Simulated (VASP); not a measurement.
Wanted: the native input for a VASP 6.6.1 run.

```
Task                   : electric field gradients
Functional             : LDA
Potentials or basis    : VASP PAW LDA potentials, release 64 (Re)
Cutoff                 : 520 eV
k mesh                 : 14 × 14 × 8
Occupations            : fermi-dirac, width 0.05 eV
Spin                   : no spin polarisation
Dipole correction      : no
Further INCAR settings : ALGO = Normal; EDIFF = 1e-08; NBANDS = 14
```

The structure of Re lies in POSCAR:

```
Re
1.0
    2.5497657329      0.0000000000      0.0000000000
   -1.2748828664      2.2081618983      0.0000000000
    0.0000000000      0.0000000000      4.0770373845
Re
2
Direct
    0.3333333333      0.6666666667      0.2500000000
    0.6666666667      0.3333333333      0.7500000000
```

One way to write it, as run:

INCAR

```
  PREC = Accurate
  ENCUT = 520
  EDIFF = 1E-8
  ISMEAR = -1
  SIGMA = 0.05
  LREAL = False
  LASPH = True
  NELM = 100
  ALGO = Normal
  ISIF = 2
  LWAVE = False
  LCHARG = False
  GGA = CA
  LEFG = True
  NBANDS = 14
```

KPOINTS

```
regular mesh
0
Gamma
  14 14 8
```

Potentials or basis: VASP PAW LDA potentials, release 64 (Re).

Launch:

```console
$ cat potpaw_LDA.64/Re/POTCAR > POTCAR
$ mpirun -np 1 vasp_std > vasp.out
```

Results of the run:

* Pressure: 151.8 GPa
* Band gap on the k mesh: zero (bands 7 and 8 overlap by 4.91 eV)
* Largest electric field gradient by atom: Re -104.8 V/Å²

Caveat: the cell stands under pressure; without QUAD_EFG the Cq values of the log hold for a quadrupole moment of 1 mb, not for the nuclei; spin-orbit coupling is left out, which moves the levels of the heavy elements.

Wall time 26 s on 1 thread of AMD EPYC 7R13 Processor (Zen 3) (shared host), peak memory 0.12 GiB.
